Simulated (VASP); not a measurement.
# ZrC (Fm-3m) in VASP: a series of runs

Runs on ZrC. Level: PBEsol. Tasks: single point.

Everything below comes from runs of VASP 6.6.1. Logs are shortened: lines on timing, memory, paths and dates and some standing lists are left out, and cuts for length are marked.

### Step 1. The cell of the first run

The structure is cubic, space group Fm-3m (No. 225). The conventional cell has a = 4.685 Å, b = 4.685 Å, c = 4.685 Å, α = 90.00°, β = 90.00°, γ = 90.00°. Zr (site symmetry m-3m) has 6 C at 2.34 Å within 3.1 Å. Within 3.1 Å of C (site symmetry m-3m) lie 6 Zr at 2.34 Å.

### Step 2. Single point, PBEsol (12.85 Å³/atom)

Contents of INCAR:

```
  PREC = Accurate
  ENCUT = 520
  EDIFF = 1E-6
  ISMEAR = -1
  SIGMA = 0.05
  LREAL = False
  LASPH = True
  NELM = 60
  ALGO = Normal
  ISIF = 2
  LWAVE = False
  LCHARG = False
  GGA = PS
  NBANDS = 15
```

Contents of KPOINTS:

```
Automatic mesh
0
Gamma
  15 15 15
```

Contents of POSCAR:

```
ZrC
1.0
    0.0000000000      2.3423497072      2.3423497072
    2.3423497072      0.0000000000      2.3423497072
    2.3423497072      2.3423497072      0.0000000000
Zr C
1 1
Direct
    0.5000000000      0.5000000000      0.5000000000
    0.0000000000      0.0000000000      0.0000000000
```

Potentials or basis: VASP PAW PBE potentials, release 64 (Zr_sv, C).

Run with:

```bash
$ cat potpaw_PBE.64/Zr_sv/POTCAR potpaw_PBE.64/C/POTCAR > POTCAR
$ mpirun -np 1 vasp_std > vasp.out
```

OUTCAR:

```text
PREC = Accurate
   ENCUT = 520
   EDIFF = 1E-6
   ISMEAR = -1
   LREAL = False
   LASPH = True
   NELM = 60
   ISIF = 2
   GGA = PS

 ion  position               nearest neighbor table
   1  0.500  0.500  0.500-   2 2.34   2 2.34   2 2.34   2 2.34   2 2.34   2 2.34
   2  0.000  0.000  0.000-   1 2.34   1 2.34   1 2.34   1 2.34   1 2.34   1 2.34

  LATTYP: Found a face centered cubic cell.
 ALAT       =     4.6846994144

  Lattice vectors:

 A1 = (   0.0000000000,   2.3423497072,   2.3423497072)
 A2 = (   2.3423497072,   0.0000000000,   2.3423497072)
 A3 = (   2.3423497072,   2.3423497072,   0.0000000000)

Analysis of symmetry for initial positions (statically):
=====================================================================
 Subroutine PRICEL returns:
 Original cell was already a primitive cell.

 Routine SETGRP: Setting up the symmetry group for a
 face centered cubic supercell.

 Subroutine GETGRP returns: Found 48 space group operations
 (whereof 48 operations were pure point group operations)
 out of a pool of 48 trial point group operations.

The static configuration has the point symmetry O_h .

Analysis of symmetry for dynamics (positions and initial velocities):
=====================================================================
 Subroutine PRICEL returns:
 Original cell was already a primitive cell.

 Routine SETGRP: Setting up the symmetry group for a
 face centered cubic supercell.

 Subroutine GETGRP returns: Found 48 space group operations
 (whereof 48 operations were pure point group operations)
 out of a pool of 48 trial point group operations.

The dynamic configuration has the point symmetry O_h .

 Subroutine INISYM returns: Found 48 space group operations
 (whereof 48 operations are pure point group operations),
 and found     1 'primitive' translations

----------------------------------------------------------------------------------------

                                     Primitive cell

  volume of cell :      25.7031

  direct lattice vectors                    reciprocal lattice vectors
     0.000000000  2.342349707  2.342349707    -0.213460867  0.213460867  0.213460867
     2.342349707  0.000000000  2.342349707     0.213460867 -0.213460867  0.213460867
     2.342349707  2.342349707  0.000000000     0.213460867  0.213460867 -0.213460867

  length of vectors
     3.312582724  3.312582724  3.312582724     0.369725068  0.369725068  0.369725068

  position of ions in fractional coordinates (direct lattice)
[... 88 lines left out ...]
   TEBEG  =    0.0;   TEEND  =   0.0 temperature during run
   PSTRESS=    0.0 pullay stress
   NELECT =      16.0000    total number of electrons
   NUPDOWN=      -1.0000    fix difference up-down
   EMIN   =  10.00;   EMAX   =-10.00  energy-range for DOS
   EFERMI =   0.00;   METHOD = LEGACY
   ISMEAR =    -1;   SIGMA  =   0.05  broadening in eV -4-tet -1-fermi 0-gaus
   EFERMI_NEDOS =   21; number of points for ismear=-14 and -15
   IALGO  =     38    algorithm
   IMIX   =      4    mixing-type and parameters
     AMIX     =   0.40;   BMIX     =  1.00
     AMIX_MAG =   1.60;   BMIX_MAG =  1.00
  volume/ion in A,a.u.               =      12.85        86.73
  Fermi-wavevector in a.u.,A,eV,Ry     =   1.397826  2.641508 26.584659  1.953917
  Thomas-Fermi vector in A             =   2.521044
   LORBIT       =      0    0 simple, 1 ext, 2 COOP (PROOUT), +10 PAW based schemes
   GGA     = PS    functional components
   LHFCALC =     F    Hartree Fock is set to
   AEXX    =    0.0000 exact exchange contribution
   IVDW    =     0    specifies the selected vdW correction
   LEPSILON=     F    determine dielectric tensor
   LRPA    =     F    only Hartree local field effects (RPA)
 non-spin polarized calculation
  energy-cutoff  :      520.00
  volume of cell :       25.70
 maximum number of plane-waves:       701
 NGX is ok and might be reduce to    28
   NGX = 13   NGY = 13   NGZ = 13

 number of electron      16.0000000 magnetization

 Free energy of the ion-electron system (eV)
  ---------------------------------------------------
  ext. energy  EPLUGINS =         0.00000000
  ---------------------------------------------------
  free energy    TOTEN  =       -20.57303114 eV

  energy without entropy =      -20.57053232  energy(sigma->0) =      -20.57178173

 E-fermi :   9.5966     XC(G=0): -12.3295

 val. band max:        9.5778213414   @ k =   0.3333   0.2667   0.0000
 cond. band min:       9.6159253651   @ k =   0.4000   0.3333   0.0000
 fundamental gap:      0.0381040237
 Fermi energy:         9.5966270382

 k-point     1 :       0.0000    0.0000    0.0000
  band No.  band energies     occupation
      1     -38.3266      2.00000
      2     -16.0608      2.00000
      3     -16.0608      2.00000
      4     -16.0608      2.00000
      5      -1.7083      2.00000
      6      10.5626      0.00000
      7      10.5626      0.00000
      8      10.5626      0.00000
      9      10.6689      0.00000
     10      10.6689      0.00000
     11      10.6689      0.00000
     12      12.4433      0.00000
     13      12.4433      0.00000
     14      17.0168      0.00000
[... 401 lines left out ...]
      2     -16.3172      2.00000
      3     -16.1352      2.00000
      4     -16.1255      2.00000
      5      -0.9047      2.00000
      6       7.2420      2.00000
      7       8.8876      2.00000
      8       9.1529      1.99972
      9      10.1436      0.00004
     10      12.5690      0.00000
     11      12.9771      0.00000
     12      13.6213      0.00000
     13      15.5691      0.00000
     14      19.0947      0.00000
     15      22.2227      0.00000

 [... further k-points ...]

------------------------ aborting loop because EDIFF is reached ----------------------------------------

  FORCE on cell =-STRESS in cart. coord.  units (eV):
  Direction    XX          YY          ZZ          XY          YZ          ZX
  --------------------------------------------------------------------------------------
  -------------------------------------------------------------------------------------
  Total       -0.3179227     -0.3179227     -0.3179227      0.0000000      0.0000000      0.0000000
  in kB      -19.8174112    -19.8174112    -19.8174112      0.0000000      0.0000000      0.0000000
  external PRESSURE =     -19.8174112 kB  Pullay stress =       0.0000000 kB

 VOLUME and BASIS-vectors are now :
 -----------------------------------------------------------------------------
  energy-cutoff  :      520.00
  volume of cell :       25.70
      direct lattice vectors                 reciprocal lattice vectors
     0.000000000  2.342349707  2.342349707    -0.213460867  0.213460867  0.213460867
     2.342349707  0.000000000  2.342349707     0.213460867 -0.213460867  0.213460867
     2.342349707  2.342349707  0.000000000     0.213460867  0.213460867 -0.213460867

 POSITION                                       TOTAL-FORCE (eV/Angst)
 -----------------------------------------------------------------------------------
      2.34235      2.34235      2.34235         0.000000     -0.000000      0.000000
      0.00000      0.00000      0.00000        -0.000000      0.000000     -0.000000
 -----------------------------------------------------------------------------------
    total drift:                                0.000000      0.000000      0.000000

  FREE ENERGIE OF THE ION-ELECTRON SYSTEM (eV)
  ---------------------------------------------------
  free  energy   TOTEN  =       -20.5730311427 eV

  energy  without entropy=      -20.5705323198  energy(sigma->0) =      -20.57178173
```

It took 64 s on 1 thread of Intel Xeon 8259CL, shared host; peak memory 0.19 GiB.

What came out:

```
Free energy            : -20.5730 eV
Pressure               : -2.0 GPa
Band gap on the k mesh : zero (bands 8 and 9 overlap by 1.32 eV)
```

Caveat: the PAW data sets were made with another functional, which shifts forces and pressure a little.

### Step 3. Single point, PBEsol (13.24 Å³/atom)

This run uses another cell than the first one, of 13.24 Å³/atom.

Contents of INCAR:

```
SYSTEM = ZrC
PREC = Accurate
ENCUT = 520
EDIFF = 1E-7
ISMEAR = -1
SIGMA = 0.05
LREAL = .FALSE.
LASPH = .TRUE.
NELM = 100
ALGO = Normal
ISIF = 2
LWAVE = .FALSE.
LCHARG = .FALSE.
GGA = PS
NBANDS = 15
```

Contents of KPOINTS:

```
regular mesh
0
G
  15 15 15
  0 0 0
```

Contents of POSCAR:

```
ZrC
1.0
    0.0000000000      2.3657747582      2.3657747582
    2.3657747582      0.0000000000      2.3657747582
    2.3657747582      2.3657747582      0.0000000000
Zr C
1 1
Direct
    0.5000000000      0.5000000000      0.5000000000
    0.0000000000      0.0000000000      0.0000000000
```

Potentials or basis: VASP PAW PBE potentials, release 64 (Zr_sv, C).

Run with:

```bash
$ cat potpaw_PBE.64/Zr_sv/POTCAR potpaw_PBE.64/C/POTCAR > POTCAR
$ mpirun -np 1 vasp_std > vasp.out
```

Wall time 92 s (1 thread of Intel Xeon 8259CL, shared host); peak memory 0.19 GiB.

It converged, with:

```
Free energy            : -20.5479 eV
Pressure               : -8.4 GPa
Band gap on the k mesh : zero (bands 8 and 9 overlap by 1.31 eV)
```

Levels at points of the mesh, in eV from the Fermi level:
| k point | band 6 | band 7 | band 8 | band 9 | band 10 | band 11 |
| --- | --- | --- | --- | --- | --- | --- |
| (0.00, 0.00, 0.00) | 0.96 | 0.96 | 0.96 | 1.07 | 1.07 | 1.07 |

Caveat: the cell stands under tension; the PAW data sets were made with another functional, which shifts forces and pressure a little.

### Step 4. Single point, PBEsol (13.76 Å³/atom)

This run uses another cell than the first one, of 13.76 Å³/atom.

Contents of INCAR:

```
ALGO = Normal
EDIFF = 1E-7
ENCUT = 520
GGA = PS
ISIF = 2
ISMEAR = -1
LASPH = T
LCHARG = F
LREAL = F
LWAVE = F
NBANDS = 15
NELM = 60
PREC = Accurate
SIGMA = 0.05
```

Contents of KPOINTS:

```
k-points
0
Gamma
  15 15 15
```

Contents of POSCAR:

```
ZrC
1.0
    0.0000000000      2.3963042514      2.3963042514
    2.3963042514      0.0000000000      2.3963042514
    2.3963042514      2.3963042514      0.0000000000
Zr C
1 1
Direct
    0.5000000000      0.5000000000      0.5000000000
    0.0000000000      0.0000000000      0.0000000000
```

Run with:

```bash
$ cat potpaw_PBE.64/Zr_sv/POTCAR potpaw_PBE.64/C/POTCAR > POTCAR
$ mpirun -np 1 vasp_std > vasp.out
```

Run time: 1.7 min. Hardware: 1 thread of Intel Xeon 8259CL, shared host; peak memory 0.19 GiB.

The run converged. Its results:

* Free energy: -20.4703 eV
* Pressure: -15.5 GPa
* Band gap on the k mesh: zero (bands 8 and 9 overlap by 1.30 eV)

Levels at points of the mesh, in eV from the Fermi level:
| k point | band 5 | band 6 | band 7 | band 8 | band 9 | band 10 | band 11 | band 12 |
| --- | --- | --- | --- | --- | --- | --- | --- | --- |
| (0.00, 0.00, 0.00) | -11.06 | 0.95 | 0.95 | 0.95 | 1.05 | 1.05 | 1.05 | 2.66 |

Caveat: the cell stands under tension; the PAW data sets were made with another functional, which shifts forces and pressure a little.

### Step 5. Summary

| cell | gap on the mesh (eV) | pressure (GPa) |
| --- | --- | --- |
| a = 3.313 Å, angles 60.0°, 2 atoms | none | -2.0 |
| a = 3.346 Å, angles 60.0°, 2 atoms | none | -8.4 |
| a = 3.389 Å, angles 60.0°, 2 atoms | none | -15.5 |

Alike in all rows: task single point; level PBEsol; potentials or basis VASP PAW PBE potentials, release 64 (Zr_sv, C); no spin polarisation; k mesh 15 × 15 × 15; cutoff (eV) 520; smearing fermi-dirac 0.05 eV.

Caveats: the PAW data sets were made with another functional, which shifts forces and pressure a little; the cell stands under tension (at least some runs).

Total energies depend on the potentials used, so only differences within one code and one set of settings carry meaning.

The gap in the log of VASP goes by the Fermi energy; the results here count the filled bands.